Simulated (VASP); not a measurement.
Cd:

```xyz
3
Lattice="4.9594 0.0000 0.0000 -2.4797 4.2950 0.0000 0.0000 0.0000 3.0401" Properties=species:S:1:pos:R:3 pbc="T T T"
Cd    0.0000    0.0000    0.0000
Cd    0.0000    2.8633    1.5201
Cd    2.4797    1.4317    1.5201
```

- Program: VASP 6.6.1
- Task: relaxation of cell and atoms
- Functional: RPBE
- Potentials or basis: VASP PAW PBE potentials, release 64 (Cd)
- Cutoff: 600 eV
- k mesh: 7 × 7 × 10
- Occupations: fermi-dirac, width 0.1 eV
- Spin: no spin polarisation

At the start: pressure 7.3 GPa; volume 21.59 Å³/atom.

Problem. How do energy, volume and symmetry change on relaxing?

Solution. Over 12 steps the energy falls by 72.8 meV/atom and the volume is 25.46 Å³/atom (+17.9 %); space group P6/mmm (No. 191, to 0.05 Å).

Step by step:
```
step  energy change (eV)  largest force (eV/Å)  pressure (GPa)  volume (Å³)
   1              0.0000                0.0000            7.29        64.76
   2             -0.2137                0.0000            0.74        74.41
   3             -0.2181                0.0000           -0.14        76.84
   4             -0.2182                0.0000           -0.09        76.47
   5             -0.2179                0.0000            0.06        75.88
   6             -0.2181                0.0000            0.14        76.15
   7             -0.2182                0.0000            0.10        76.14
   8             -0.2183                0.0000            0.10        76.14
   9             -0.2184                0.0000            0.07        76.28
  10             -0.2184                0.0000           -0.07        76.61
  11             -0.2184                0.0000           -0.04        76.45
  12             -0.2184                0.0000           -0.02        76.37
```

Final structure:
```yaml
crystal:
  lattice:
    - [5.26395, 0.00000, 0.00000]
    - [-2.63197, 4.55871, 0.00000]
    - [0.00000, 0.00000, 3.18239]
  atoms:
    - { symbol: Cd, position: [0.00000, 0.00000, 0.00000] }
    - { symbol: Cd, position: [0.33333, 0.66667, 0.50000] }
    - { symbol: Cd, position: [0.66667, 0.33333, 0.50000] }
```

Caveat: the volume moved by over 15 % at a fixed basis, so the end points are rough; the PAW data sets were made with another functional, which shifts forces and pressure a little.
